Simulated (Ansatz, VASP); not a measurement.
# Two plane-wave programs on CsCaBr3

Contents of INCAR:

```
PREC = Accurate ; ENCUT = 520
EDIFF = 1E-6 ; ISMEAR = 0
SIGMA = 0.05 ; LREAL = F
LASPH = T ; NELM = 100
ALGO = Normal ; ISIF = 2
LWAVE = F ; LCHARG = T
LELF = T ; LVHAR = T
NBANDS = 28
```

KPOINTS

```
regular mesh
0
Gamma
  4 4 4
```

POSCAR

```
CsCaBr3
1.0
    5.7086657300      0.0000000000      0.0000000000
    0.0000000000      6.0511856738      0.0000000000
    0.0000000000      0.0000000000      5.7086657300
Cs Ca Br
1 1 3
Direct
    0.0000000000      0.0000000000      0.0000000000
    0.5000000000      0.5000000000      0.5000000000
    0.5000000000      0.0000000000      0.5000000000
    0.0000000000      0.5000000000      0.5000000000
    0.5000000000      0.5000000000      0.0000000000
```

Input for Ansatz:

```yaml
crystal:
  lattice:
    - [5.70866573, 0.0, 0.0]
    - [0.0, 6.0511856738, 0.0]
    - [0.0, 0.0, 5.70866573]
  atoms:
    - { symbol: Cs, position: [0.0, 0.0, 0.0] }
    - { symbol: Ca, position: [0.5, 0.5, 0.5] }
    - { symbol: Br, position: [0.5, 0.0, 0.5] }
    - { symbol: Br, position: [0.0, 0.5, 0.5] }
    - { symbol: Br, position: [0.5, 0.5, 0.0] }
basis:
  ecutwfc: 420
kpoints:
  mp_grid: { grid: [4, 4, 4] }
hamiltonian:
  xc: lda
scf:
  occupations: { method: gaussian, width: 0.05 }
output:
  forces: true
  stress: true
  eigenvalues: true
```

Change from the starting cell: strain +0.0600 x Voigt [0, 1, 0, 0, 0, 0], atoms carried along.

Alike in both runs: task single point; functional LDA; k mesh 4 × 4 × 4; occupations gaussian, width 0.05 eV; no spin polarisation.

```csv
,VASP,Ansatz
version,VASP 6.6.1,Ansatz 0.2.0
potentials or method,"VASP PAW LDA potentials, release 64 (Cs_sv, Ca_sv, Br), cutoff 520 eV","scalar-relativistic, plane waves, PAW"
valence electrons in the cell,40,40
```

Ansatz gave:

* gap on the k mesh at the Fermi level (eV): 3.85
* least direct gap on the mesh (eV): 4.15
* pressure (GPa): -2.8
* traceless stress, the component that is largest in VASP (GPa): -0.87

Which values does VASP return?

gap on the k mesh at the Fermi level (eV): 3.86; least direct gap on the mesh (eV): 4.16; pressure (GPa): -2.7; traceless stress, the component that is largest in VASP (GPa): -0.89.

LDA's correlation is that of Perdew and Zunger in VASP and of Perdew and Wang (1992) in Ansatz.

Spin-orbit coupling is off throughout.
